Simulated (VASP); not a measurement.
Set up this calculation in VASP 6.6.1, as the native input.

| Property | Result |
| --- | --- |
| Task | single point |
| Functional | PBEsol |
| Potentials or basis | VASP PAW PBE potentials, release 64 (Pt, S) |
| Cutoff | 520 eV |
| k mesh | 6 × 6 × 6 |
| Occupations | fermi-dirac, width 0.05 eV |
| Spin | no spin polarisation |
| Dipole correction | no |
| Further INCAR settings | ALGO = Normal; EDIFF = 1e-06; NBANDS = 31 |

The structure of PtS2 lies in POSCAR:

```
PtS2
1.0
   -1.9826481687      2.6338009282      5.1586754890
    2.5557181703     -1.9758840068      5.1188331080
    2.1001298348      2.0964407314     -4.8975112571
Pt S
2 4
Direct
    0.7057230926      0.2839273580      0.4959941839
    0.0335487451     -0.0346027148      0.0032258868
    0.5266089771      0.1014283805      0.5935522415
    0.8543479371      0.7807940549      0.1003164412
    0.2126620681      0.1478988138     -0.0943307693
    0.8849284259      0.4685284480      0.3989063590
```

The input as run:

INCAR

```
SYSTEM = PtS2
PREC = Accurate
ENCUT = 520
EDIFF = 1E-6
ISMEAR = -1
SIGMA = 0.05
LREAL = .FALSE.
LASPH = .TRUE.
NELM = 100
ALGO = Normal
ISIF = 2
LWAVE = .FALSE.
LCHARG = .FALSE.
GGA = PS
NBANDS = 31
```

KPOINTS

```
regular mesh
0
G
  6 6 6
  0 0 0
```

Potentials or basis: VASP PAW PBE potentials, release 64 (Pt, S).

Command:

```sh
$ cat potpaw_PBE.64/Pt/POTCAR potpaw_PBE.64/S/POTCAR > POTCAR
$ mpirun -np 1 vasp_std > vasp.out
```

Results of the run:

```yaml
Pressure: -0.1 GPa
Largest_force: 0.014 eV/Å
Band_gap_on_the_k_mesh: zero (bands 22 and 23 overlap by 0.96 eV)
```

Caveat: the PAW data sets were made with another functional, which shifts forces and pressure a little; spin-orbit coupling is left out, which moves the levels of the heavy elements.

Wall time 8.9 min on 1 thread of Oxide Virtual Turin-like Processor (shared host), peak memory 0.49 GiB.
